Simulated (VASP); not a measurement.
# LuH2 (Fm-3m) in VASP: notebook, part 2 of 2

VASP 6.6.1.

## (3) Relaxation of cell and atoms, PBEsol

This run uses another cell than the first one, of 10.62 Å³/atom.

INCAR reads:

```
PREC = Accurate
ENCUT = 600
EDIFF = 1E-6
ISMEAR = -1
SIGMA = 0.1
LREAL = False
LASPH = True
NELM = 100
ALGO = Normal
ISIF = 3
LWAVE = False
LCHARG = False
GGA = PS
IBRION = 2
NSW = 100
EDIFFG = -0.002
```

KPOINTS reads:

```
regular mesh
0
Gamma
  14 14 14
```

POSCAR reads:

```
LuH2
1.0
    0.0000000000      2.5165000000      2.5165000000
    2.5165000000      0.0000000000      2.5165000000
    2.5165000000      2.5165000000      0.0000000000
Lu H
1 2
Direct
    0.0000000000      0.0000000000      0.0000000000
    0.2500000000      0.2500000000      0.2500000000
    0.7500000000      0.7500000000      0.7500000000
```

Potentials or basis: VASP PAW PBE potentials, release 64 (Lu, H).

Started as:

```
cat potpaw_PBE.64/Lu/POTCAR potpaw_PBE.64/H/POTCAR > POTCAR
mpirun -np 1 vasp_std > vasp.out
```

OUTCAR:

```text
PREC = Accurate
   ENCUT = 600
   EDIFF = 1E-6
   ISMEAR = -1
   LREAL = False
   LASPH = True
   NELM = 100
   ISIF = 3
   GGA = PS
   IBRION = 2
   NSW = 100
   EDIFFG = -0.002

 ion  position               nearest neighbor table
   1  0.000  0.000  0.000-   3 2.18   3 2.18   3 2.18   2 2.18   2 2.18   2 2.18   3 2.18   2 2.18

   2  0.250  0.250  0.250-   1 2.18   1 2.18   1 2.18   1 2.18
   3  0.750  0.750  0.750-   1 2.18   1 2.18   1 2.18   1 2.18

  LATTYP: Found a face centered cubic cell.
 ALAT       =     5.0330000000

  Lattice vectors:

 A1 = (   0.0000000000,   2.5165000000,   2.5165000000)
 A2 = (   2.5165000000,   0.0000000000,   2.5165000000)
 A3 = (   2.5165000000,   2.5165000000,   0.0000000000)

Analysis of symmetry for initial positions (statically):
=====================================================================
 Subroutine PRICEL returns:
 Original cell was already a primitive cell.

 Routine SETGRP: Setting up the symmetry group for a
 face centered cubic supercell.

 Subroutine GETGRP returns: Found 48 space group operations
 (whereof 48 operations were pure point group operations)
 out of a pool of 48 trial point group operations.

The static configuration has the point symmetry O_h .

Analysis of symmetry for dynamics (positions and initial velocities):
=====================================================================
 Subroutine PRICEL returns:
 Original cell was already a primitive cell.

 Routine SETGRP: Setting up the symmetry group for a
 face centered cubic supercell.

 Subroutine GETGRP returns: Found 48 space group operations
 (whereof 48 operations were pure point group operations)
 out of a pool of 48 trial point group operations.

The dynamic configuration has the point symmetry O_h .

 Subroutine INISYM returns: Found 48 space group operations
[... 124 lines left out ...]
   GGA     = PS    functional components
   LHFCALC =     F    Hartree Fock is set to
   AEXX    =    0.0000 exact exchange contribution
   IVDW    =     0    specifies the selected vdW correction
   LEPSILON=     F    determine dielectric tensor
   LRPA    =     F    only Hartree local field effects (RPA)
 conjugate gradient relaxation of ions
 non-spin polarized calculation
  energy-cutoff  :      600.00
  volume of cell :       31.87
 maximum number of plane-waves:      1090
   NGX = 15   NGY = 15   NGZ = 15

--------------------------------------- Ionic step        1  -------------------------------------------

 number of electron      27.0000002 magnetization

 Free energy of the ion-electron system (eV)
  ---------------------------------------------------
  ext. energy  EPLUGINS =         0.00000000
  ---------------------------------------------------
  free energy    TOTEN  =       -13.69625039 eV

  energy without entropy =      -13.67599003  energy(sigma->0) =      -13.68612021

------------------------ aborting loop because EDIFF is reached ----------------------------------------

  FORCE on cell =-STRESS in cart. coord.  units (eV):
  Direction    XX          YY          ZZ          XY          YZ          ZX
  --------------------------------------------------------------------------------------
  -------------------------------------------------------------------------------------
  Total       -0.7242606     -0.7242606     -0.7242606      0.0000000      0.0000000     -0.0000000
  in kB      -36.4069790    -36.4069790    -36.4069790      0.0000000      0.0000000     -0.0000000
  external PRESSURE =     -36.4069790 kB  Pullay stress =       0.0000000 kB
[... 61 lines left out ...]
--------------------------------------- Ionic step        3  -------------------------------------------

 number of electron      26.9999997 magnetization

 Free energy of the ion-electron system (eV)
  ---------------------------------------------------
  ext. energy  EPLUGINS =         0.00000000
  ---------------------------------------------------
  free energy    TOTEN  =       -13.71094528 eV

  energy without entropy =      -13.69114899  energy(sigma->0) =      -13.70104713

 E-fermi :   2.6608     XC(G=0): -11.3886

 val. band max:        2.5989511032   @ k =  -0.3571   0.2143   0.0000
 cond. band min:       2.6779516959   @ k =   0.4286   0.2143   0.0000
 fundamental gap:      0.0790005926
 Fermi energy:         2.6607517549

 k-point     1 :       0.0000    0.0000    0.0000
  band No.  band energies     occupation
      1     -53.3429      2.00000
      2     -23.8422      2.00000
      3     -23.8422      2.00000
      4     -23.8422      2.00000
      5      -6.7664      2.00000
      6      -2.4684      2.00000
[... 457 lines left out ...]
      4     -23.9045      2.00000
      5      -5.1189      2.00000
      6      -2.4979      2.00000
[... 9 lines left out ...]
     16       5.7386      0.00000
     17       7.6828      0.00000

 [... further k-points ...]

------------------------ aborting loop because EDIFF is reached ----------------------------------------

  FORCE on cell =-STRESS in cart. coord.  units (eV):
  Direction    XX          YY          ZZ          XY          YZ          ZX
  --------------------------------------------------------------------------------------
  -------------------------------------------------------------------------------------
  Total        0.0030330      0.0030330      0.0030330     -0.0000000     -0.0000000      0.0000000
  in kB        0.1587150      0.1587150      0.1587150     -0.0000000     -0.0000000      0.0000000
  external PRESSURE =       0.1587150 kB  Pullay stress =       0.0000000 kB
[... 18 lines left out ...]
  FREE ENERGIE OF THE ION-ELECTRON SYSTEM (eV)
  ---------------------------------------------------
  free  energy   TOTEN  =       -13.7109452751 eV

  energy  without entropy=      -13.6911489904  energy(sigma->0) =      -13.70104713

 reached required accuracy - stopping structural energy minimisation
```

OSZICAR:

```text
N       E                     dE             d eps       ncg     rms          rms(c)
DAV:   1     0.954027799499E+02    0.95403E+02   -0.12416E+04  4344   0.569E+03
DAV:   2    -0.779156368319E+01   -0.10319E+03   -0.10165E+03  3603   0.390E+02
DAV:   3    -0.141588200829E+02   -0.63673E+01   -0.63267E+01  4371   0.844E+01
[... 27 lines left out ...]
DAV:   5    -0.137109244234E+02   -0.59076E-03   -0.11246E-03  6773   0.415E-01    0.152E-02
DAV:   6    -0.137109384821E+02   -0.14059E-04   -0.42398E-05  5202   0.754E-02    0.803E-03
DAV:   7    -0.137109442290E+02   -0.57469E-05   -0.85342E-06  5702   0.268E-02    0.325E-03
DAV:   8    -0.137109452324E+02   -0.10033E-05   -0.92676E-07  3126   0.241E-02    0.930E-04
DAV:   9    -0.137109452751E+02   -0.42792E-07   -0.33391E-07  2298   0.397E-03
   3 F= -.13710945E+02 E0= -.13701047E+02  d E =-.146949E-01
```

CONTCAR:

```text
LuH2
   1.00000000000000
     0.0000000000000000    2.4830128167546142    2.4830128167546142
     2.4830128167546142    0.0000000000000000    2.4830128167546142
     2.4830128167546142    2.4830128167546142   -0.0000000000000000
  Lu              H
     1     2
Direct
     0.0000000000000000    0.0000000000000000    0.0000000000000000
     0.2500000000000000    0.2500000000000000    0.2500000000000000
     0.7500000000000000    0.7500000000000000    0.7500000000000000

  0.00000000E+00  0.00000000E+00  0.00000000E+00
  0.00000000E+00  0.00000000E+00  0.00000000E+00
  0.00000000E+00  0.00000000E+00  0.00000000E+00
```

Run time: 1.7 min. Hardware: 1 thread of Intel Xeon Platinum 8488C (Sapphire Rapids), shared host; peak memory 0.23 GiB.

Results:

* Free energy: -13.7109 eV
* Relaxed volume: 10.21 Å³/atom
* Relaxed cell: a = 3.512 Å, b = 3.512 Å, c = 3.512 Å, α = 60.00°, β = 60.00°, γ = 60.00°
* Space group after relaxing (to 0.1 Å): Fm-3m (No. 225)
* Energy gained by relaxing: 4.9 meV/atom
* Ionic steps: 3
* Pressure after relaxing: 0.0 GPa
* Band gap on the k mesh: zero (an odd number of electrons rules out a gap without spin polarisation)

Step by step:
| step | energy change (eV) | largest force (eV/Å) | pressure (GPa) | volume (Å³) |
| --- | --- | --- | --- | --- |
| 1 | 0.0000 | 0.0000 | -3.64 | 31.87 |
| 2 | -0.0145 | 0.0000 | -0.49 | 30.77 |
| 3 | -0.0147 | 0.0000 | 0.02 | 30.62 |

Final structure:
```
CELL_PARAMETERS angstrom
0.00000 2.48301 2.48301
2.48301 0.00000 2.48301
2.48301 2.48301 0.00000
ATOMIC_POSITIONS crystal
Lu 0.00000 0.00000 0.00000
H 0.25000 0.25000 0.25000
H 0.75000 0.75000 0.75000
```

Caveat: the PAW data sets were made with another functional, which shifts forces and pressure a little; spin-orbit coupling is left out, which moves the levels of the heavy elements.
